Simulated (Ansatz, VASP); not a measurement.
# Si3N4: VASP beside Ansatz

POSCAR

```
Si3N4
1.0
    7.6020000000      0.0000000000      0.0000000000
   -3.8010000000      6.5835251196      0.0000000000
    0.0000000000      0.0000000000      2.9060000000
Si N
6 8
Direct
    0.7679630109      0.1740750249      0.2500000000
    0.5938879860      0.7679630109      0.7500000000
    0.8259249751      0.5938879860      0.2500000000
    0.2320369891      0.8259249751      0.7500000000
    0.4061120140      0.2320369891      0.2500000000
    0.1740750249      0.4061120140      0.7500000000
    0.0299534913      0.3298803413      0.2500000000
    0.7000731499      0.0299534913      0.7500000000
    0.6701196587      0.7000731499      0.2500000000
    0.9700465087      0.6701196587      0.7500000000
    0.2999268501      0.9700465087      0.2500000000
    0.3298803413      0.2999268501      0.7500000000
    0.6666666667      0.3333333333      0.2500000000
    0.3333333333      0.6666666667      0.7500000000
```

File INCAR.step1:

```
SYSTEM = Si3N4
PREC = Accurate
ENCUT = 520
ISMEAR = -1
SIGMA = 0.02
LREAL = .False.
LASPH = .True.
NELM = 60
NBANDS = 45
GGA = PE
ALGO = Normal
EDIFF = 1E-4
LWAVE = .True.
LCHARG = .False.
```

INCAR.step2

```
SYSTEM = Si3N4
PREC = Accurate
ENCUT = 520
EDIFF = 1E-8
ISMEAR = -1
SIGMA = 0.02
LREAL = .False.
LASPH = .True.
NELM = 60
ALGO = Normal
ISIF = 2
LWAVE = .False.
LCHARG = .False.
METAGGA = R2SCAN
LMIXTAU = .True.
LEFG = .True.
NBANDS = 45
ISTART = 1
```

KPOINTS

```
Automatic mesh
0
Gamma
  4 4 10
  0 0 0
```

Input for Ansatz:

```yaml
crystal:
  lattice:
    - [7.602, 0.0, 0.0]
    - [-3.801, 6.5835251196, 0.0]
    - [0.0, 0.0, 2.906]
  atoms:
    - { symbol: Si, position: [0.7679630109, 0.1740750249, 0.25] }
    - { symbol: Si, position: [0.593887986, 0.7679630109, 0.75] }
    - { symbol: Si, position: [0.8259249751, 0.593887986, 0.25] }
    - { symbol: Si, position: [0.2320369891, 0.8259249751, 0.75] }
    - { symbol: Si, position: [0.406112014, 0.2320369891, 0.25] }
    - { symbol: Si, position: [0.1740750249, 0.406112014, 0.75] }
    - { symbol: "N", position: [0.0299534913, 0.3298803413, 0.25] }
    - { symbol: "N", position: [0.7000731499, 0.0299534913, 0.75] }
    - { symbol: "N", position: [0.6701196587, 0.7000731499, 0.25] }
    - { symbol: "N", position: [0.9700465087, 0.6701196587, 0.75] }
    - { symbol: "N", position: [0.2999268501, 0.9700465087, 0.25] }
    - { symbol: "N", position: [0.3298803413, 0.2999268501, 0.75] }
    - { symbol: "N", position: [0.6666666667, 0.3333333333, 0.25] }
    - { symbol: "N", position: [0.3333333333, 0.6666666667, 0.75] }
kpoints:
  mp_grid: { grid: [4, 4, 10] }
scf:
  occupations: { method: fermi_dirac, width: 0.02 }
hamiltonian:
  xc: r2scan
  pseudopotentials: { kind: paw, frozen_core: stored }
output:
  forces: true
  stress: true
  populations: true
  efg: { quadrupole_moments_barn: { "N": 0.02044 } }
```

Alike in both runs: task electric field gradients; functional r2SCAN; k mesh 4 × 4 × 10; occupations fermi-dirac, width 0.02 eV; no spin polarisation.

|  | VASP | Ansatz |
| --- | --- | --- |
| version | VASP 6.6.1 | Ansatz 0.2.0 |
| potentials or method | VASP PAW PBE potentials, release 64 (Si, N) | plane-wave PAW, scalar-relativistic |
| plane-wave cutoff (eV) | 520 | 500 |
| valence electrons in the cell | 64 | 64 |

```csv
,VASP,Ansatz,Ansatz less VASP
gap on the k mesh at the Fermi level (eV),4.99,4.99,+0.001
pressure (GPa),-0.1,-0.3,-0.22
"traceless stress, the component that is largest in VASP (GPa)",-0.24,-0.24,+0.008
rms of the force components (eV/Å),0.019,0.020,+0.0012
size of Vzz on the site where it differs most (V/Å²),46.4,51.9,+5.48
```

VASP's potentials were made for PBE, not for r2SCAN. Atom by atom the forces differ by 0.001 eV/Å (rms over components).
